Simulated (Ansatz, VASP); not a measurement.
## Zr4Ag in VASP and in Ansatz

```xyz
5
Lattice="5.1128 0.0000 0.0000 -2.5564 4.4278 0.0000 0.0000 0.0000 5.5281" Properties=species:S:1:pos:R:3 pbc="T T T"
Zr    2.5564    1.4759    2.7640
Zr    2.5564    1.4759    0.0000
Zr    0.0000    2.9519    2.7640
Zr    0.0000    0.0000    2.7640
Ag    0.0000    0.0000    0.0000
```

Alike in both runs: functional PBE; k mesh 4 × 4 × 4; occupations gaussian, width 0.2 eV; no spin polarisation.

Ansatz relaxed the structure, and its values are those at the end. VASP's run is a single point on that final structure, the one shown.

|  | VASP | Ansatz |
| --- | --- | --- |
| version | VASP 6.6.1 | Ansatz 0.2.0 |
| potentials or method | VASP PAW PBE potentials, release 64 (Zr_sv, Ag), cutoff 520 eV | scalar-relativistic, plane waves, PAW |
| valence electrons in the cell | 59 | 67 |

```tsv
	VASP	Ansatz	Ansatz less VASP
gap on the k mesh at the Fermi level (eV)	none	none	-
pressure (GPa)	0.1	0.1	-0.02
```

A gap of «none» marks a metal or a gap that the smearing closes. VASP's potentials hold 59 valence electrons a cell and Ansatz's 67, so a difference there can come from the potentials and not from the codes.
